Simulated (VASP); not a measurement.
# Ti (I4/mmm) in VASP: further runs

Runs on Ti. Level: PBEsol. Tasks: single point.

All numbers are computed with VASP 6.6.1; they aren't measurements. Logs are shortened: lines on timing, memory, paths and dates and some standing lists are left out, and cuts for length are marked.

## Step 1: The cell of the first run

The structure is tetragonal, space group I4/mmm (No. 139). Conventional cell: a = 2.983 Å, b = 2.983 Å, c = 3.959 Å, α = 90.00°, β = 90.00°, γ = 90.00°. Within 3.8 Å of Ti (site symmetry 4/mmm) lie 12 Ti at 2.89 to 2.98 Å.

## Step 2: Single point, PBEsol (biaxial strain in the a-b plane: +4.0 %)

INCAR

```
SYSTEM = Ti
PREC = Accurate
ENCUT = 520
EDIFF = 1E-6
ISMEAR = 0
SIGMA = 0.1
LREAL = .False.
LASPH = .True.
NELM = 60
ALGO = Fast
ISIF = 2
LWAVE = .False.
LCHARG = .True.
GGA = PS
LELF = .True.
LVHAR = .True.
NBANDS = 19
```

KPOINTS

```
regular mesh
0
Gamma
  18 18 14
  0 0 0
```

POSCAR

```
Ti
1.0
    2.1090379974      2.1090379974      0.0000000000
   -2.1090379974      2.1090379974      0.0000000000
    0.0000000000      0.0000000000      3.9585020874
Ti
2
Direct
    0.0000000000      0.0000000000      0.0000000000
    0.5000000000      0.5000000000      0.5000000000
```

Potentials or basis: VASP PAW PBE potentials, release 64 (Ti_sv).

Command:

```
$ cat potpaw_PBE.64/Ti_sv/POTCAR > POTCAR
$ mpirun -np 1 vasp_std > vasp.out
```

OUTCAR:

```text
SYSTEM = Ti
   PREC = Accurate
   ENCUT = 520
   EDIFF = 1E-6
   ISMEAR = 0
   LREAL = .False.
   LASPH = .True.
   NELM = 60
   ISIF = 2
   GGA = PS

 ion  position               nearest neighbor table
   1  0.000  0.000  0.000-   2 2.89   2 2.89   2 2.89   2 2.89   2 2.89   2 2.89   2 2.89   2 2.89

   2  0.500  0.500  0.500-   1 2.89   1 2.89   1 2.89   1 2.89   1 2.89   1 2.89   1 2.89   1 2.89

  LATTYP: Found a simple tetragonal cell.
 ALAT       =     2.9826301395
 C/A-ratio  =     1.3271850354

  Lattice vectors:

 A1 = (   2.1090379974,   2.1090379974,   0.0000000000)
 A2 = (  -2.1090379974,   2.1090379974,   0.0000000000)
 A3 = (   0.0000000000,   0.0000000000,   3.9585020874)

Analysis of symmetry for initial positions (statically):
=====================================================================
 Subroutine PRICEL returns following result:

  LATTYP: Found a body centered tetragonal cell.
 ALAT       =     2.9826301395
 C/A-ratio  =     1.3271850354

  Lattice vectors:

 A1 = (   0.0000000000,  -2.1090379974,  -1.9792510437)
 A2 = (   0.0000000000,   2.1090379974,  -1.9792510437)
 A3 = (   2.1090379974,   0.0000000000,   1.9792510437)

   2 primitive cells build up your supercell.

 Routine SETGRP: Setting up the symmetry group for a
 simple tetragonal supercell.

 Subroutine GETGRP returns: Found 16 space group operations
 (whereof 16 operations were pure point group operations)
 out of a pool of 16 trial point group operations.

The static configuration has the point symmetry D_4h.

Analysis of symmetry for dynamics (positions and initial velocities):
=====================================================================
 Subroutine PRICEL returns following result:

  LATTYP: Found a body centered tetragonal cell.
 ALAT       =     2.9826301395
 C/A-ratio  =     1.3271850354

  Lattice vectors:

 A1 = (   0.0000000000,  -2.1090379974,  -1.9792510437)
 A2 = (   0.0000000000,   2.1090379974,  -1.9792510437)
 A3 = (   2.1090379974,   0.0000000000,   1.9792510437)

   2 primitive cells build up your supercell.

 Routine SETGRP: Setting up the symmetry group for a
 simple tetragonal supercell.

 Subroutine GETGRP returns: Found 16 space group operations
 (whereof 16 operations were pure point group operations)
 out of a pool of 16 trial point group operations.

The dynamic configuration has the point symmetry D_4h.

 Subroutine INISYM returns: Found 16 space group operations
[... 86 lines left out ...]
   PREC   = accura    normal or accurate (medium, high low for compatibility)
   ISTART =      0    job   : 0-new  1-cont  2-samecut
   ICHARG =      2    charge: 1-file 2-atom 10-const
   ISPIN  =      1    spin polarized calculation?
   LNONCOLLINEAR =      F non collinear calculations
   LSORBIT =      F    spin-orbit coupling
   LASPH  =      T    aspherical Exc in radial PAW
   ENCUT  =  520.0 eV  38.22 Ry    6.18 a.u.   5.55  5.55  7.36*2*pi/ulx,y,z
   NELM   =     60;   NELMIN=  2; NELMDL= -5     # of ELM steps
   EDIFF  = 0.1E-05   stopping-criterion for ELM
   LREAL  =      F    real-space projection
   EDIFFG = 0.1E-04   stopping-criterion for IOM
   NSW    =      0    number of steps for IOM
   IBRION =     -1    ionic relax: 0-MD 1-quasi-New 2-CG
   NFREE  =      0    steps in history (QN), initial steepest desc. (CG)
   ISIF   =      2    stress and relaxation
   ISYM   =      2    0-nonsym 1-usesym 2-fastsym
   POTIM  = 0.5000    time-step for ionic-motion
   TEBEG  =    0.0;   TEEND  =   0.0 temperature during run
   PSTRESS=    0.0 pullay stress
   NELECT =      24.0000    total number of electrons
   NUPDOWN=      -1.0000    fix difference up-down
   EMIN   =  10.00;   EMAX   =-10.00  energy-range for DOS
   EFERMI =   0.00;   METHOD = LEGACY
   ISMEAR =     0;   SIGMA  =   0.10  broadening in eV -4-tet -1-fermi 0-gaus
   EFERMI_NEDOS =   21; number of points for ismear=-14 and -15
   IALGO  =     68    algorithm
   IMIX   =      4    mixing-type and parameters
     AMIX     =   0.40;   BMIX     =  1.00
     AMIX_MAG =   1.60;   BMIX_MAG =  1.00
  volume/ion in A,a.u.               =      17.61       118.82
  Fermi-wavevector in a.u.,A,eV,Ry     =   1.440684  2.722498 28.239843  2.075570
  Thomas-Fermi vector in A             =   2.559400
   LORBIT       =      0    0 simple, 1 ext, 2 COOP (PROOUT), +10 PAW based schemes
   GGA     = PS    functional components
   LHFCALC =     F    Hartree Fock is set to
   AEXX    =    0.0000 exact exchange contribution
   IVDW    =     0    specifies the selected vdW correction
   LEPSILON=     F    determine dielectric tensor
   LRPA    =     F    only Hartree local field effects (RPA)
 non-spin polarized calculation
 RMM-DIIS sequential band-by-band and
 Gauss-broadening in eV      SIGMA  =   0.10
  energy-cutoff  :      520.00
  volume of cell :       35.22
 maximum number of plane-waves:       967
 NGX is ok and might be reduce to    24
   NGX = 11   NGY = 11   NGZ = 15

 number of electron      23.9999985 magnetization

 Free energy of the ion-electron system (eV)
  ---------------------------------------------------
  ext. energy  EPLUGINS =         0.00000000
  ---------------------------------------------------
  free energy    TOTEN  =       -16.52856859 eV

  energy without entropy =      -16.50944076  energy(sigma->0) =      -16.51900468

 E-fermi :   7.9385     XC(G=0): -11.5710

 val. band max:        7.9363924477   @ k =   0.3333   0.2778   0.2143
 cond. band min:       7.9389529767   @ k =   0.4444   0.0556   0.3571
 fundamental gap:      0.0025605290
 Fermi energy:         7.9385116229

 k-point     1 :       0.0000    0.0000    0.0000
  band No.  band energies     occupation
      1     -48.5555      2.00000
      2     -48.3813      2.00000
      3     -25.1216      2.00000
      4     -24.7997      2.00000
      5     -24.7997      2.00000
      6     -24.5272      2.00000
[... 505 lines left out ...]
      6     -24.7239      2.00000
[... 11 lines left out ...]
     18      11.1388      0.00000
     19      11.2465      0.00000

 [... further k-points ...]
[... 5 lines left out ...]
  --------------------------------------------------------------------------------------
  -------------------------------------------------------------------------------------
  Total       -1.4547881     -1.4547881     -0.9749763      0.0000000     -0.0000000      0.0000000
  in kB      -66.1882117    -66.1882117    -44.3583087      0.0000000     -0.0000000      0.0000000
  external PRESSURE =     -58.9115774 kB  Pullay stress =       0.0000000 kB

 VOLUME and BASIS-vectors are now :
 -----------------------------------------------------------------------------
  energy-cutoff  :      520.00
  volume of cell :       35.22
      direct lattice vectors                 reciprocal lattice vectors
     2.109037997  2.109037997  0.000000000     0.237074913  0.237074913  0.000000000
    -2.109037997  2.109037997  0.000000000    -0.237074913  0.237074913  0.000000000
     0.000000000  0.000000000  3.958502087     0.000000000  0.000000000  0.252620809

 POSITION                                       TOTAL-FORCE (eV/Angst)
 -----------------------------------------------------------------------------------
      0.00000      0.00000      0.00000        -0.000000     -0.000000     -0.000000
      0.00000      2.10904      1.97925         0.000000      0.000000      0.000000
 -----------------------------------------------------------------------------------
    total drift:                               -0.000000      0.000000     -0.000000

  FREE ENERGIE OF THE ION-ELECTRON SYSTEM (eV)
  ---------------------------------------------------
  free  energy   TOTEN  =       -16.5285685891 eV

  energy  without entropy=      -16.5094407618  energy(sigma->0) =      -16.51900468
```

stdout:

```text
POSCAR found type information on POSCAR Ti
 POSCAR found :  1 types and       2 ions
 scaLAPACK will be used
 -----------------------------------------------------------------------------
|                                                                             |
|                                                                             |
|     You enforced a specific xc type in the INCAR file but a different       |
[... 22 lines left out ...]
WARNING in EDDRMM: call to ZHEGV failed, returncode =   6  3     10
WARNING in EDDRMM: call to ZHEGV failed, returncode =   6  3     15
WARNING in EDDRMM: call to ZHEGV failed, returncode =   8  4     16
WARNING in EDDRMM: call to ZHEGV failed, returncode =   8  4      3
WARNING in EDDRMM: call to ZHEGV failed, returncode =   6  3     18
WARNING in EDDRMM: call to ZHEGV failed, returncode =   8  4      3
WARNING in EDDRMM: call to ZHEGV failed, returncode =   6  3      4
```

Wall time 3.6 min (1 thread of Intel Xeon 6975P-C (Granite Rapids), shared host); peak memory 0.33 GiB.

Results:

```yaml
Free_energy: -16.5286 eV
Pressure: -5.9 GPa
Band_gap_on_the_k_mesh: zero (bands 12 and 13 overlap by 1.26 eV)
```

Caveat: the cell differs from its parent crystal (biaxial strain in the a-b plane: +4.0 %); the cell stands under tension; the PAW data sets were made with another functional, which shifts forces and pressure a little.

## Step 3: Single point, PBEsol (biaxial strain in the a-b plane: +6.0 %)

INCAR

```
SYSTEM = Ti
PREC     = Accurate       ! precision mode
ENCUT    = 520            ! plane-wave cutoff, eV
EDIFF    = 1E-7           ! SCF threshold, eV
ISMEAR   = 0              ! smearing method
SIGMA    = 0.1            ! smearing width, eV
LREAL    = .FALSE.        ! projectors in reciprocal space
LASPH    = .TRUE.         ! aspherical terms in the spheres
NELM     = 60             ! most SCF steps
ALGO     = Fast           ! electronic algorithm
ISIF     = 2              ! what is computed and relaxed
LWAVE    = .FALSE.        ! write WAVECAR
LCHARG   = .FALSE.        ! write CHGCAR
GGA      = PS             ! functional
NBANDS   = 19             ! bands
```

KPOINTS

```
Automatic mesh
0
G
  18 18 14
  0 0 0
```

POSCAR

```
Ti
1.0
    2.1495964204      2.1495964204      0.0000000000
   -2.1495964204      2.1495964204      0.0000000000
    0.0000000000      0.0000000000      3.9098319798
Ti
2
Direct
    0.0000000000      0.0000000000      0.0000000000
    0.5000000000      0.5000000000      0.5000000000
```

Potentials or basis: VASP PAW PBE potentials, release 64 (Ti_sv).

Command:

```
$ cat potpaw_PBE.64/Ti_sv/POTCAR > POTCAR
$ mpirun -np 1 vasp_std > vasp.out
```

Run time: 4.5 min. Hardware: 1 thread of Intel Xeon 6975P-C (Granite Rapids), shared host; peak memory 0.34 GiB.

Results (log left out):

```yaml
Free_energy: -16.4766 eV
Pressure: -8.2 GPa
Band_gap_on_the_k_mesh: zero (bands 12 and 13 overlap by 1.33 eV)
```

Stress tensor (GPa, compression positive):
```
-9.13  0.00  0.00
 0.00 -9.13  0.00
 0.00  0.00 -6.29
```

Levels at points of the mesh, in eV from the Fermi level:
| k point | band 8 | band 9 | band 10 | band 11 | band 12 | band 13 | band 14 | band 15 | band 16 | band 17 |
| --- | --- | --- | --- | --- | --- | --- | --- | --- | --- | --- |
| (0.00, 0.00, 0.00) | -32.52 | -5.98 | -2.37 | -1.73 | 0.69 | 0.69 | 1.34 | 1.98 | 2.72 | 3.41 |
| (0.50, 0.00, 0.00) | -32.65 | -2.28 | -2.28 | 0.04 | 0.04 | 0.05 | 0.05 | 1.50 | 1.50 | 2.17 |
| (0.50, 0.50, 0.00) | -32.66 | -2.45 | -2.45 | -1.46 | -1.46 | 2.15 | 2.15 | 3.35 | 3.35 | 3.43 |
| (0.00, 0.00, 0.50) | -32.67 | -3.49 | -3.49 | -0.39 | -0.39 | 1.66 | 1.66 | 1.74 | 1.74 | 1.74 |
| (0.50, 0.00, 0.50) | -32.56 | -2.48 | -2.48 | 0.37 | 0.37 | 0.60 | 0.60 | 1.19 | 1.19 | 3.25 |
| (0.50, 0.50, 0.50) | -32.76 | -1.23 | -1.23 | -0.45 | -0.45 | -0.45 | -0.45 | 2.24 | 2.24 | 3.44 |

Caveat: the cell differs from its parent crystal (biaxial strain in the a-b plane: +6.0 %); the cell stands under tension; the PAW data sets were made with another functional, which shifts forces and pressure a little.
